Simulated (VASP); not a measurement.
# ZnCd3Te4 (Cm) in VASP: single point with PBEsol

Aim: the single point of ZnCd3Te4 with PBEsol.

Program: VASP 6.6.1. These are calculated values, not measurements. Logs are shortened: lines on timing, memory, paths and dates and some standing lists are left out, and cuts for length are marked.

**1. The cell of the first run**

Symmetry: Cm, No. 8, monoclinic system. Conventional cell: a = 14.975 Å, b = 4.506 Å, c = 7.824 Å, α = 90.00°, β = 99.91°, γ = 90.00°. Within 3.5 Å of Zn (site symmetry m) lie 4 Te at 2.63 to 2.68 Å. Within 3.7 Å of Cd (site symmetry m) lie 4 Te at 2.79 to 2.80 Å. Cd (site symmetry m) has 4 Te at 2.81 to 2.83 Å within 3.7 Å. Within 3.7 Å of Cd (site symmetry m) lie 4 Te at 2.79 to 2.81 Å. Te (site symmetry m) has 2 Zn at 2.68 Å and 2 Cd at 2.81 to 2.83 Å within 3.5 Å. Te (site symmetry m) has 1 Zn at 2.63 Å and 3 Cd at 2.79 to 2.80 Å within 3.5 Å. Te (site symmetry m) has 1 Zn at 2.65 Å and 3 Cd at 2.80 to 2.82 Å within 3.5 Å. Within 3.7 Å of Te (site symmetry m) lie 4 Cd at 2.79 to 2.81 Å.

**2. Single point, PBEsol**

INCAR reads:

```
SYSTEM = ZnCd3Te4
PREC = Accurate ; ENCUT = 500
EDIFF = 1E-6 ; ISMEAR = 0
SIGMA = 0.02 ; LREAL = .False.
LASPH = .True. ; NELM = 120
ALGO = Normal ; ISIF = 2
LWAVE = .False. ; LCHARG = .False.
GGA = PS ; NBANDS = 46
GGA_COMPAT = .False.
```

KPOINTS reads:

```
regular mesh
0
Gamma
  6 6 4
  0 0 0
```

POSCAR reads:

```
ZnCd3Te4
1.0
    0.0000000000      3.1859823309     -3.1859823309
   -3.1991300888     -6.3797643973     -3.1937820664
   -6.3930356403      3.1894492473      3.1894492473
Zn Cd Te
1 3 4
Direct
    0.7509315799      0.5018631598      0.2504113012
    0.0014893773      0.0029787545      0.0056118159
    0.2505377571      0.5010755142      0.7489046861
    0.4963921391     -0.0072157219      0.4937241121
    0.3062724803      0.6125449607      0.4212924526
    0.5725426297      0.1450852593      0.1916818808
    0.8114827428      0.6229654857      0.9518159688
    0.0603512939      0.1207025877      0.6865577824
```

Potentials or basis: VASP PAW PBE potentials, release 64 (Zn, Cd, Te).

On the command line:

```sh
$ cat potpaw_PBE.64/Zn/POTCAR potpaw_PBE.64/Cd/POTCAR potpaw_PBE.64/Te/POTCAR > POTCAR
$ mpirun -np 1 vasp_std > vasp.out
```

OUTCAR:

```text
SYSTEM = ZnCd3Te4
   PREC = Accurate
   ENCUT = 500
   EDIFF = 1E-6
   ISMEAR = 0
   LREAL = .False.
   LASPH = .True.
   NELM = 120
   ISIF = 2
   GGA = PS

 ion  position               nearest neighbor table
   1  0.751  0.502  0.250-   6 2.63   7 2.65   5 2.68   5 2.68
   2  0.001  0.003  0.006-   8 2.79   6 2.79   6 2.79   7 2.80
   3  0.251  0.501  0.749-   8 2.81   7 2.82   7 2.82   5 2.83
   4  0.496  0.993  0.494-   8 2.79   8 2.79   6 2.80   5 2.81
   5  0.306  0.613  0.421-   1 2.68   1 2.68   4 2.81   3 2.83
   6  0.573  0.145  0.192-   1 2.63   2 2.79   2 2.79   4 2.80
   7  0.811  0.623  0.952-   1 2.65   2 2.80   3 2.82   3 2.82
   8  0.060  0.121  0.687-   2 2.79   4 2.79   4 2.79   3 2.81

  LATTYP: Found a base centered monoclinic cell.
 ALAT       =    14.9747559942
 B/A-ratio  =     0.3008836621
 C/A-ratio  =     0.5224839996
 COS(beta)  =    -0.1721045206

  Lattice vectors:

 A1 = (  -3.1991300888,  -3.1937820664,  -6.3797643973)
 A2 = (  -3.1991300888,  -6.3797643973,  -3.1937820664)
 A3 = (  -6.3930356403,   3.1894492473,   3.1894492473)

Analysis of symmetry for initial positions (statically):
=====================================================================
 Subroutine PRICEL returns:
 Original cell was already a primitive cell.

 Routine SETGRP: Setting up the symmetry group for a
 base centered monoclinic supercell.

 Subroutine GETGRP returns: Found  2 space group operations
 (whereof  2 operations were pure point group operations)
 out of a pool of  4 trial point group operations.

The static configuration has the point symmetry C_1h.

Analysis of symmetry for dynamics (positions and initial velocities):
=====================================================================
 Subroutine PRICEL returns:
 Original cell was already a primitive cell.

 Routine SETGRP: Setting up the symmetry group for a
 base centered monoclinic supercell.

 Subroutine GETGRP returns: Found  2 space group operations
 (whereof  2 operations were pure point group operations)
 out of a pool of  4 trial point group operations.

The dynamic configuration has the point symmetry C_1h.

 Subroutine INISYM returns: Found  2 space group operations
 (whereof  2 operations are pure point group operations),
 and found     1 'primitive' translations

----------------------------------------------------------------------------------------

                                     Primitive cell

  volume of cell :     260.0110

  direct lattice vectors                    reciprocal lattice vectors
     0.000000000  3.185982331 -3.185982331    -0.039081144  0.117769711 -0.196105225
    -3.199130089 -6.379764397 -3.193782066    -0.078162287 -0.078335513 -0.078335513
    -6.393035640  3.189449247  3.189449247    -0.117307132  0.039199765  0.039199765

  length of vectors
     4.505659422  7.818955875  7.824070405     0.232065292  0.135581151  0.129746701

  position of ions in fractional coordinates (direct lattice)
     0.750931580  0.501863160  0.250411301
     0.001489377  0.002978754  0.005611816
     0.250537757  0.501075514  0.748904686
     0.496392139  0.992784278  0.493724112
     0.306272480  0.612544961  0.421292453
     0.572542630  0.145085259  0.191681881
     0.811482743  0.622965486  0.951815969
     0.060351294  0.120702588  0.686557782

  ion indices of the primitive-cell ions
   primitive index   ion index
                 1           1
                 2           2
                 3           3
                 4           4
                 5           5
                 6           6
                 7           7
                 8           8

----------------------------------------------------------------------------------------

 KPOINTS: regular mesh

Automatic generation of k-mesh.
 Grid dimensions read from file:
 generate k-points for:    6    6    4

 Generating k-lattice:

  Cartesian coordinates                     Fractional coordinates (reciprocal lattice)
    -0.006513524  0.019628285 -0.032684204     0.166666667  0.000000000  0.000000000
    -0.013027048 -0.013055919 -0.013055919     0.000000000  0.166666667  0.000000000
    -0.029326783  0.009799941  0.009799941     0.000000000 -0.000000000  0.250000000

  Length of vectors
     0.038677549  0.022596858  0.032436675

  Shift w.r.t. Gamma in fractional coordinates (k-lattice)
     0.000000000  0.000000000  0.000000000

 Subroutine IBZKPT returns following result:
 ===========================================

 Found     47 irreducible k-points:

 Following reciprocal coordinates:
            Coordinates               Weight
  0.000000  0.000000  0.000000      1.000000
  0.166667 -0.000000  0.000000      4.000000
  0.333333 -0.000000 -0.000000      4.000000
  0.500000  0.000000 -0.000000      2.000000
  0.000000  0.166667  0.000000      2.000000
  0.166667  0.166667  0.000000      4.000000
[... 16 lines left out ...]
  0.500000  0.166667  0.250000      4.000000
 -0.333333  0.166667  0.250000      4.000000
 [... further k-points ...]
   k-points           NKPTS =     47   k-points in BZ     NKDIM =     47   number of bands    NBANDS=     46
   number of dos      NEDOS =    301   number of ions     NIONS =      8
   total plane-waves  NPLWV = 129600
   dimension x,y,z NGX =    36 NGY =   60 NGZ =   60
   dimension x,y,z NGXF=    72 NGYF=  120 NGZF=  120
   ions per type =               1   3   4
   NGX,Y,Z   is equivalent  to a cutoff of  13.28, 12.76, 12.75 a.u.
   NGXF,Y,Z  is equivalent  to a cutoff of  26.57, 25.51, 25.50 a.u.
 SYSTEM =  ZnCd3Te4
   PREC   = accura    normal or accurate (medium, high low for compatibility)
   ISTART =      0    job   : 0-new  1-cont  2-samecut
   ICHARG =      2    charge: 1-file 2-atom 10-const
   ISPIN  =      1    spin polarized calculation?
   LNONCOLLINEAR =      F non collinear calculations
   LSORBIT =      F    spin-orbit coupling
   LASPH  =      T    aspherical Exc in radial PAW
   ENCUT  =  500.0 eV  36.75 Ry    6.06 a.u.   8.21 14.26 14.27*2*pi/ulx,y,z
   NELM   =    120;   NELMIN=  2; NELMDL= -5     # of ELM steps
   EDIFF  = 0.1E-05   stopping-criterion for ELM
   LREAL  =      F    real-space projection
   EDIFFG = 0.1E-04   stopping-criterion for IOM
   NSW    =      0    number of steps for IOM
   IBRION =     -1    ionic relax: 0-MD 1-quasi-New 2-CG
   NFREE  =      0    steps in history (QN), initial steepest desc. (CG)
   ISIF   =      2    stress and relaxation
   ISYM   =      2    0-nonsym 1-usesym 2-fastsym
   POTIM  = 0.5000    time-step for ionic-motion
   TEBEG  =    0.0;   TEEND  =   0.0 temperature during run
   PSTRESS=    0.0 pullay stress
   NELECT =      72.0000    total number of electrons
   NUPDOWN=      -1.0000    fix difference up-down
   EMIN   =  10.00;   EMAX   =-10.00  energy-range for DOS
   EFERMI =   0.00;   METHOD = LEGACY
   ISMEAR =     0;   SIGMA  =   0.02  broadening in eV -4-tet -1-fermi 0-gaus
   EFERMI_NEDOS =   21; number of points for ismear=-14 and -15
   IALGO  =     38    algorithm
   IMIX   =      4    mixing-type and parameters
     AMIX     =   0.40;   BMIX     =  1.00
     AMIX_MAG =   1.60;   BMIX_MAG =  1.00
  volume/ion in A,a.u.               =      32.50       219.33
  Fermi-wavevector in a.u.,A,eV,Ry     =   1.067059  2.016449 15.491794  1.138615
  Thomas-Fermi vector in A             =   2.202663
   LORBIT       =      0    0 simple, 1 ext, 2 COOP (PROOUT), +10 PAW based schemes
   GGA     = PS    functional components
   LHFCALC =     F    Hartree Fock is set to
   AEXX    =    0.0000 exact exchange contribution
   IVDW    =     0    specifies the selected vdW correction
   LEPSILON=     F    determine dielectric tensor
   LRPA    =     F    only Hartree local field effects (RPA)
 non-spin polarized calculation
 Gauss-broadening in eV      SIGMA  =   0.02
  energy-cutoff  :      500.00
  volume of cell :      260.01
 maximum number of plane-waves:      6634
 NGX is ok and might be reduce to    36
   NGX = 17   NGY = 29   NGZ = 29

 number of electron      71.9999989 magnetization

 Free energy of the ion-electron system (eV)
  ---------------------------------------------------
  ext. energy  EPLUGINS =         0.00000000
  ---------------------------------------------------
  free energy    TOTEN  =       -22.31714998 eV

  energy without entropy =      -22.31714998  energy(sigma->0) =      -22.31714998

 E-fermi :   2.5487     XC(G=0):  -8.8805

 val. band max:        2.4607935151   @ k =   0.0000   0.0000   0.0000
 cond. band min:       3.1591586196   @ k =   0.0000   0.0000   0.0000
 fundamental gap:      0.6983651045
 Fermi energy:         2.5487170923

 k-point     1 :       0.0000    0.0000    0.0000
  band No.  band energies     occupation
      1      -8.9493      2.00000
      2      -8.4191      2.00000
      3      -8.3364      2.00000
      4      -8.2995      2.00000
      5      -5.8257      2.00000
      6      -5.8227      2.00000
[... 38 lines left out ...]
     45       7.0314      0.00000
     46       7.5616      0.00000

 k-point     2 :       0.1667   -0.0000    0.0000
  band No.  band energies     occupation
      1      -8.8554      2.00000
      2      -8.3892      2.00000
      3      -8.3230      2.00000
      4      -8.2774      2.00000
      5      -5.8098      2.00000
      6      -5.7969      2.00000
[... 38 lines left out ...]
     45       7.2761      0.00000
     46       7.4723      0.00000

 k-point     3 :       0.3333   -0.0000   -0.0000
  band No.  band energies     occupation
      1      -8.6283      2.00000
      2      -8.3323      2.00000
      3      -8.2894      2.00000
      4      -8.2667      2.00000
      5      -5.7817      2.00000
      6      -5.7703      2.00000
[... 38 lines left out ...]
     45       7.7243      0.00000
     46       7.9233      0.00000

 k-point     4 :       0.5000    0.0000   -0.0000
  band No.  band energies     occupation
      1      -8.4349      2.00000
      2      -8.3692      2.00000
      3      -8.2785      2.00000
      4      -8.2642      2.00000
      5      -5.7668      2.00000
      6      -5.7578      2.00000
[... 920 lines left out ...]
     45       7.5408      0.00000
     46       7.7688      0.00000

 k-point    23 :       0.5000    0.1667    0.2500
  band No.  band energies     occupation
      1      -8.4352      2.00000
      2      -8.3647      2.00000
      3      -8.2812      2.00000
      4      -8.2618      2.00000
      5      -5.7746      2.00000
      6      -5.7543      2.00000
[... 38 lines left out ...]
     45       7.9290      0.00000
     46       8.0873      0.00000

 k-point    24 :      -0.3333    0.1667    0.2500
  band No.  band energies     occupation
      1      -8.6154      2.00000
      2      -8.3787      2.00000
      3      -8.2762      2.00000
      4      -8.2446      2.00000
      5      -5.7899      2.00000
      6      -5.7672      2.00000
[... 38 lines left out ...]
     45       7.8416      0.00000
     46       8.1147      0.00000

 [... further k-points ...]

------------------------ aborting loop because EDIFF is reached ----------------------------------------

  FORCE on cell =-STRESS in cart. coord.  units (eV):
  Direction    XX          YY          ZZ          XY          YZ          ZX
  --------------------------------------------------------------------------------------
  -------------------------------------------------------------------------------------
  Total        0.2463211      0.2451005      0.2451005      0.0027612     -0.0004030      0.0027612
  in kB        1.5178207      1.5102992      1.5102992      0.0170146     -0.0024833      0.0170145
  external PRESSURE =       1.5128064 kB  Pullay stress =       0.0000000 kB

 VOLUME and BASIS-vectors are now :
 -----------------------------------------------------------------------------
  energy-cutoff  :      500.00
  volume of cell :      260.01
      direct lattice vectors                 reciprocal lattice vectors
     0.000000000  3.185982331 -3.185982331    -0.039081144  0.117769711 -0.196105225
    -3.199130089 -6.379764397 -3.193782066    -0.078162287 -0.078335513 -0.078335513
    -6.393035640  3.189449247  3.189449247    -0.117307132  0.039199765  0.039199765

 POSITION                                       TOTAL-FORCE (eV/Angst)
 -----------------------------------------------------------------------------------
     -3.20641     -0.01064     -3.19662        -0.000957     -0.000152     -0.000152
     -0.04541      0.00364      0.00364         0.001039      0.000995      0.000995
     -6.39078     -0.00994     -0.00994         0.000062     -0.001361     -0.001361
     -6.33244     -3.17753     -3.17753         0.000122      0.000304      0.000304
     -4.65295     -1.58842     -1.58842         0.007818      0.000563      0.000563
     -1.68958      1.50986     -1.67612        -0.004743     -0.004072     -0.004072
     -8.07794      1.64677     -1.53922        -0.002375      0.003877      0.003877
     -4.77533      1.61197      1.61197        -0.000965     -0.000154     -0.000154
 -----------------------------------------------------------------------------------
    total drift:                                0.000055      0.000432      0.000365

  FREE ENERGIE OF THE ION-ELECTRON SYSTEM (eV)
  ---------------------------------------------------
  free  energy   TOTEN  =       -22.3171499786 eV

  energy  without entropy=      -22.3171499786  energy(sigma->0) =      -22.31714998
```

Wall time 18 min (1 thread of Intel Xeon 8259CL, shared host); peak memory 0.66 GiB.

Results:

```
Free energy            : -22.3171 eV
Pressure               : 0.2 GPa
Largest force          : 0.008 eV/Å
Band gap on the k mesh : 0.70 eV
```

Forces in eV/Å, atoms in the order of the input:
```
Zn  -0.001  0.000  0.000
Cd   0.001  0.001  0.001
Cd   0.000 -0.001 -0.001
Cd   0.000  0.000  0.000
Te   0.008  0.001  0.001
Te  -0.005 -0.004 -0.004
Te  -0.002  0.004  0.004
Te  -0.001  0.000  0.000
```

Levels at points of the mesh, in eV from the valence-band top:
```
           k point  band 32  band 33  band 34  band 35  band 36  band 37  band 38  band 39  band 40  band 41
(0.00, 0.00, 0.00)    -0.86    -0.80    -0.06    -0.02     0.00     0.70     1.71     2.66     3.02     4.32
(0.50, 0.00, 0.00)    -2.04    -1.90    -1.84    -1.24    -1.17     3.09     3.23     3.32     3.47     4.27
(0.00, 0.50, 0.00)    -0.86    -0.60    -0.52    -0.39    -0.36     1.61     1.75     2.15     2.43     2.49
(0.00, 0.00, 0.50)    -1.13    -0.81    -0.77    -0.72    -0.68     2.33     2.65     2.88     3.17     3.85
(0.50, 0.00, 0.50)    -1.96    -1.58    -1.37    -0.85    -0.82     1.67     2.40     2.41     2.71     3.00
(0.00, 0.50, 0.50)    -1.42    -1.31    -1.30    -0.56    -0.43     2.24     2.63     2.76     3.01     3.44
```

Caveat: semilocal functionals underestimate gaps, and a narrow one can read as zero; the PAW data sets were made with another functional, which shifts forces and pressure a little; spin-orbit coupling is left out, which moves the levels of the heavy elements.
